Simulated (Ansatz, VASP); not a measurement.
## One calculation of SnSe2, two programs

File INCAR:

```
PREC     = Accurate       # precision mode
ENCUT    = 520            # plane-wave cutoff, eV
EDIFF    = 1E-6           # SCF threshold, eV
ISMEAR   = 0              # smearing method
SIGMA    = 0.05           # smearing width, eV
LREAL    = F              # projectors in reciprocal space
LASPH    = T              # aspherical terms in the spheres
NELM     = 80             # most SCF steps
ALGO     = Normal         # electronic algorithm
ISIF     = 2              # what is computed and relaxed
LWAVE    = F              # write WAVECAR
LCHARG   = F              # write CHGCAR
GGA      = PE             # functional
NBANDS   = 20             # bands
```

Contents of KPOINTS:

```
Automatic mesh
0
Gamma
  12 12 6
```

File POSCAR:

```
SnSe2
1.0
    3.8109987816      0.0000000000      0.0000000000
   -1.9054993908      2.9291243108      0.0000000000
    0.0000000000      0.0000000000      6.1370000000
Sn Se
1 2
Direct
    0.0000000000      0.0000000000      0.0000000000
    0.3333333333      0.6666666667      0.2500000000
    0.6666666667      0.3333333333      0.7500000000
```

Input for Ansatz:

```yaml
crystal:
  lattice:
    - [3.8109987816, 0.0, 0.0]
    - [-1.9054993908, 2.9291243108, 0.0]
    - [0.0, 0.0, 6.137]
  atoms:
    - { symbol: Sn, position: [0.0, 0.0, 0.0] }
    - { symbol: Se, position: [0.3333333333, 0.6666666667, 0.25] }
    - { symbol: Se, position: [0.6666666667, 0.3333333333, 0.75] }
basis:
  ecutwfc: 420
kpoints:
  mp_grid: { grid: [12, 12, 6] }
hamiltonian:
  xc: pbe
scf:
  occupations: { method: gaussian, width: 0.05 }
output:
  forces: true
  stress: true
  eigenvalues: true
```

Change from the starting cell: strain -0.1125 x Voigt [0, 1, 0, 0, 0, 0], atoms carried along.

Alike in both runs: task single point; functional PBE; k mesh 12 × 12 × 6; occupations gaussian, width 0.05 eV; no spin polarisation.

```csv
,VASP,Ansatz
version,VASP 6.6.1,Ansatz 0.2.0
potentials or method,"VASP PAW PBE potentials, release 64 (Sn_d, Se), cutoff 520 eV","scalar-relativistic, plane waves, PAW"
valence electrons in the cell,26,46
```

|  | VASP | Ansatz | Ansatz less VASP |
| --- | --- | --- | --- |
| gap on the k mesh at the Fermi level (eV) | 0.08 | 0.08 | +0.004 |
| least direct gap on the mesh (eV) | 1.33 | 1.33 | +0.005 |
| pressure (GPa) | 18.9 | 18.8 | -0.15 |
| traceless stress, the component that is largest in VASP (GPa) | 7.75 | 7.78 | +0.031 |
| rms of the force components (eV/Å) | 0.913 | 0.901 | -0.0121 |

Atom by atom the forces differ by 0.013 eV/Å (rms over components). The functional is the same, so the differences come from potentials, cutoffs and numerics. VASP's potentials hold 26 valence electrons a cell and Ansatz's 46, so a difference there can come from the potentials and not from the codes.
